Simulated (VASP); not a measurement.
Wanted: the native input for a VASP 6.6.1 run.

| Property | Result |
| --- | --- |
| Task | single point |
| Functional | LDA |
| Potentials or basis | VASP PAW LDA potentials, release 64 (Al, N) |
| Cutoff | 600 eV |
| k mesh | 8 × 8 × 8 |
| Occupations | gaussian, width 0.01 eV |
| Spin | no spin polarisation |
| Dipole correction | no |
| Further INCAR settings | ALGO = Normal; EDIFF = 1e-06; NBANDS = 11 |

The structure of AlN lies in POSCAR:

```
AlN
1.0
    0.0000000000      1.9949108661      1.9949108661
    1.9949108661      0.0000000000      1.9949108661
    1.9949108661      1.9949108661      0.0000000000
Al N
1 1
Direct
    0.0000000000      0.0000000000      0.0000000000
    0.5000000000      0.5000000000      0.5000000000
```

These files were run (other wordings do the same):

INCAR

```
SYSTEM = AlN
PREC = Accurate ; ENCUT = 600
EDIFF = 1E-6 ; ISMEAR = 0
SIGMA = 0.01 ; LREAL = .False.
LASPH = .True. ; NELM = 120
ALGO = Normal ; ISIF = 2
LWAVE = .False. ; LCHARG = .False.
GGA = CA ; NBANDS = 11
GGA_COMPAT = .False.
```

KPOINTS

```
regular mesh
0
Gamma
  8 8 8
  0 0 0
```

Potentials or basis: VASP PAW LDA potentials, release 64 (Al, N).

Run with:

```sh
$ cat potpaw_LDA.64/Al/POTCAR potpaw_LDA.64/N/POTCAR > POTCAR
$ mpirun -np 1 vasp_std > vasp.out
```

It gave:

```
Pressure               : 5.1 GPa
Band gap on the k mesh : 4.85 eV, indirect (least direct gap 6.36 eV)
```

It took 13 s on 1 thread of AMD EPYC 7R13, on a shared host, peak memory 0.09 GiB.
